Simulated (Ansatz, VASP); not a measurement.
## IrO2 in VASP and in Ansatz

Contents of INCAR:

```
SYSTEM = IrO2
PREC     = Accurate       ! precision mode
ENCUT    = 520            ! plane-wave cutoff, eV
EDIFF    = 1E-8           ! SCF threshold, eV
ISMEAR   = -1             ! smearing method
SIGMA    = 0.05           ! smearing width, eV
LREAL    = .False.        ! projectors in reciprocal space
LASPH    = .True.         ! aspherical terms in the spheres
NELM     = 200            ! most SCF steps
ALGO     = Normal         ! electronic algorithm
ISIF     = 2              ! what is computed and relaxed
LWAVE    = .False.        ! write WAVECAR
LCHARG   = .False.        ! write CHGCAR
ISPIN    = 2              ! spin polarisation
MAGMOM   = 1 1 0 0 0 0    ! initial moments
LORBIT   = 11             ! projections on sites
LMAXMIX  = 4              ! l up to which the mixer works
GGA      = PE             ! functional
LEFG     = .True.       
NBANDS   = 34             ! bands
GGA_COMPAT= .False.      
KPAR     = 4
```

Contents of KPOINTS:

```
regular mesh
0
Gamma
  10 10 15
  0 0 0
```

File POSCAR:

```
IrO2
1.0
    4.4990000000      0.0000000000      0.0000000000
    0.0000000000      4.4990000000      0.0000000000
    0.0000000000      0.0000000000      3.1460000000
Ir O
2 4
Direct
    0.0000000000      0.0000000000      0.0000000000
    0.5000000000      0.5000000000      0.5000000000
    0.3110000000      0.3110000000      0.0000000000
    0.1890000000      0.8110000000      0.5000000000
    0.6890000000      0.6890000000      0.0000000000
    0.8110000000      0.1890000000      0.5000000000
```

Input for Ansatz:

```yaml
crystal:
  lattice:
    - [4.499, 0.0, 0.0]
    - [0.0, 4.499, 0.0]
    - [0.0, 0.0, 3.146]
  atoms:
    - { symbol: Ir, position: [0.0, 0.0, 0.0], spin: 1.0 }
    - { symbol: Ir, position: [0.5, 0.5, 0.5], spin: 1.0 }
    - { symbol: O, position: [0.311, 0.311, 0.0] }
    - { symbol: O, position: [0.189, 0.811, 0.5] }
    - { symbol: O, position: [0.689, 0.689, 0.0] }
    - { symbol: O, position: [0.811, 0.189, 0.5] }
magnetization:
  spin_polarized: true
kpoints:
  mp_grid: { grid: [10, 10, 15] }
scf:
  occupations: { method: fermi_dirac, width: 0.05 }
hamiltonian:
  xc: pbe
  pseudopotentials: { kind: paw }
output:
  forces: true
  stress: true
  populations: true
  efg:
    quadrupole_moments_barn: { Ir: 0.751, O: -0.02558 }
    contact_densities: true
```

Alike in both runs: task electric field gradients; functional PBE; k mesh 10 × 10 × 15; occupations fermi-dirac, width 0.05 eV; collinear spin.

|  | VASP | Ansatz |
| --- | --- | --- |
| version | VASP 6.6.1 | Ansatz 0.2.0 |
| potentials or method | VASP PAW PBE potentials, release 64 (Ir, O) | plane-wave PAW, scalar-relativistic |
| plane-wave cutoff (eV) | 520 | 420 |
| valence electrons in the cell | 42 | 58 |

Ansatz gave:

```
pressure (GPa)                                                : 7.8
traceless stress, the component that is largest in VASP (GPa) : 5.34
rms of the force components (eV/Å)                            : 0.295
net moment per atom (μB)                                      : 0.00
size of Vzz on the site where it differs most (V/Å²)          : 156.6
```

Task: Estimate VASP's values.

Result: Pressure (GPa): 10.4; traceless stress, the component that is largest in VASP (GPa): 6.23; rms of the force components (eV/Å): 0.312; net moment per atom (μB): 0.00; size of Vzz on the site where it differs most (V/Å²): 240.1.

Atom by atom the forces differ by 0.018 eV/Å (rms over components). VASP's potentials hold 42 valence electrons a cell and Ansatz's 58, so a difference there can come from the potentials and not from the codes. Ansatz's warnings: seeded moment not kept.

Spin-orbit coupling is off throughout.
